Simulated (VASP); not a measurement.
A run of VASP 6.6.1 is set up as follows.

The input INCAR:

```
SYSTEM = Co
PREC = Accurate ; ENCUT = 520
EDIFF = 1E-6 ; ISMEAR = 0
SIGMA = 0.1 ; LREAL = .False.
LASPH = .True. ; NELM = 150
ALGO = Fast ; ISIF = 2
LWAVE = .False. ; LCHARG = .False.
ISPIN = 2 ; MAGMOM = 1.93 1.93
LORBIT = 11 ; LMAXMIX = 4
GGA = PE ; NBANDS = 20
```

The input KPOINTS:

```
regular mesh
0
Gamma
  8 8 8
  0 0 0
```

File POSCAR:

```
Co
1.0
   -2.2516222384      2.2516222384      1.1942883479
    2.2516222384     -2.2516222384      1.1942883479
    2.2516222384      2.2516222384     -1.1942883479
Co
2
Direct
    0.0000000000      0.0000000000      0.0000000000
    0.7500000000      0.2500000000      0.5000000000
```

Potentials or basis: VASP PAW PBE potentials, release 64 (Co).

Launch:

```sh
$ cat potpaw_PBE.64/Co/POTCAR > POTCAR
$ mpirun -np 1 vasp_std > vasp.out
```

Problem. What does it give for the net moment?

Solution. 3.59 μB per cell.

Problem. Estimate the pressure.

Solution. -0.7 GPa.

Problem. Predict the site moments.

Solution. Co +1.81 μB.

Stress tensor (GPa, compression positive):
```
-0.86  0.00  0.00
 0.00 -0.86  0.00
 0.00  0.00 -0.51
```

Caveat: the k points lie up to 0.37 Å⁻¹ apart.
